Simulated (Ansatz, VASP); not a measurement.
**Two plane-wave programs on Ga3B2As**

File INCAR:

```
  PREC = Accurate
  ENCUT = 600
  EDIFF = 1E-7
  ISMEAR = 0
  SIGMA = 0.1
  LREAL = F
  LASPH = T
  NELM = 60
  ALGO = Normal
  ISIF = 3
  LWAVE = F
  LCHARG = F
  GGA = PE
  IBRION = 2
  NSW = 90
  EDIFFG = -0.04
```

KPOINTS

```
Automatic mesh
0
Gamma
  6 6 2
```

The input POSCAR:

```
Ga3B2As
1.0
    3.3061947300      0.0000000000      0.0000000000
    0.0000000000      3.3061947300      0.0000000000
    0.0000000000      0.0000000000     10.4691109100
Ga B As
3 2 1
Direct
    0.5000000000      0.5000000000      0.1787200000
    0.5000000000      0.5000000000      0.5000000000
    0.5000000000      0.5000000000      0.8212800000
    0.0000000000      0.0000000000      0.3334420000
    0.0000000000      0.0000000000      0.6665580000
    0.0000000000      0.0000000000      0.0000000000
```

Input for Ansatz:

```yaml
crystal:
  lattice:
    - [3.30619473, 0.0, 0.0]
    - [0.0, 3.30619473, 0.0]
    - [0.0, 0.0, 10.46911091]
  atoms:
    - { symbol: Ga, position: [0.5, 0.5, 0.17872] }
    - { symbol: Ga, position: [0.5, 0.5, 0.5] }
    - { symbol: Ga, position: [0.5, 0.5, 0.82128] }
    - { symbol: B, position: [0.0, 0.0, 0.333442] }
    - { symbol: B, position: [0.0, 0.0, 0.666558] }
    - { symbol: As, position: [0.0, 0.0, 0.0] }
basis:
  ecutwfc: 420
kpoints:
  mp_grid: { grid: [6, 6, 2] }
hamiltonian:
  xc: pbe
scf:
  occupations: { method: gaussian, width: 0.1 }
  lower_state_search: "off"
output:
  forces: true
  stress: true
  eigenvalues: true
relax:
  adjacent_minimum: "off"
  f_tol: 0.04
  max_steps: 70
  cell: { stress_tol: 0.4 }
```

Change from the starting cell: species swapped into the Pr3MgAl2 type (P4/mmm, No. 123).

Alike in both runs: task relaxation of cell and atoms; functional PBE; k mesh 6 × 6 × 2; occupations gaussian, width 0.1 eV; no spin polarisation.

|  | VASP | Ansatz |
| --- | --- | --- |
| version | VASP 6.6.1 | Ansatz 0.2.0 |
| potentials or method | VASP PAW PBE potentials, release 64 (Ga_d, B, As), cutoff 600 eV | scalar-relativistic, plane waves, PAW |
| valence electrons in the cell | 50 | 60 |

Ansatz gave:

* gap on the k mesh at the Fermi level, each at its own relaxed structure (eV): none
* relaxed volume (Å³/atom): 14.88
* relaxed cell length with the largest relative difference (Å): 8.618

What did VASP give for the same quantities?

gap on the k mesh at the Fermi level, each at its own relaxed structure (eV): none; relaxed volume (Å³/atom): 14.87; relaxed cell length with the largest relative difference (Å): 8.871.

A gap of «none» marks a metal or a gap that the smearing closes. VASP's potentials hold 50 valence electrons a cell and Ansatz's 60, so a difference there can come from the potentials and not from the codes.

Noted on VASP's run: the volume moved by over 15 % at a fixed basis, so the end points are rough.
